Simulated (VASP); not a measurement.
Wanted: the native input for a VASP 6.6.1 run.

| Property | Result |
| --- | --- |
| Task | relaxation of cell and atoms |
| Functional | PBEsol |
| Potentials or basis | VASP PAW PBE potentials, release 64 (Sc_sv, Pt) |
| Cutoff | 600 eV |
| k mesh | 14 × 14 × 14 |
| Occupations | fermi-dirac, width 0.08 eV |
| Spin | no spin polarisation |
| Dipole correction | no |
| Further INCAR settings | ALGO = Normal; EDIFF = 1e-06; IBRION = 2; EDIFFG = -0.002; NSW = 100; ISIF = 3 |

The structure of ScPt lies in POSCAR:

```
ScPt
1.0
    3.2700000000      0.0000000000      0.0000000000
    0.0000000000      3.2700000000      0.0000000000
    0.0000000000      0.0000000000      3.2700000000
Sc Pt
1 1
Direct
    0.5000000000      0.5000000000      0.5000000000
    0.0000000000      0.0000000000      0.0000000000
```

One way to write it, as run:

INCAR

```
PREC = Accurate
ENCUT = 600
EDIFF = 1E-6
ISMEAR = -1
SIGMA = 0.08
LREAL = False
LASPH = True
NELM = 100
ALGO = Normal
ISIF = 3
LWAVE = False
LCHARG = False
GGA = PS
IBRION = 2
NSW = 100
EDIFFG = -0.002
```

KPOINTS

```
Automatic mesh
0
Gamma
  14 14 14
```

Potentials or basis: VASP PAW PBE potentials, release 64 (Sc_sv, Pt).

Launch:

```sh
$ cat potpaw_PBE.64/Sc_sv/POTCAR potpaw_PBE.64/Pt/POTCAR > POTCAR
$ mpirun -np 1 vasp_std > vasp.out
```

Results of the run:

```json
{"Relaxed volume": "17.35 Å³/atom", "Relaxed cell": "a = 3.262 Å, b = 3.262 Å, c = 3.262 Å, α = 90.00°, β = 90.00°, γ = 90.00°", "Space group after relaxing (to 0.05 Å)": "Pm-3m (No. 221)", "Energy gained by relaxing": "0.5 meV/atom", "Ionic steps": "3", "Pressure after relaxing": "0.0 GPa"}
```

Caveat: the PAW data sets were made with another functional, which shifts forces and pressure a little.

Run time: 60 s on 1 thread of AMD EPYC 9R45 96-Core Processor (Zen 5) (shared host), peak memory 0.21 GiB.
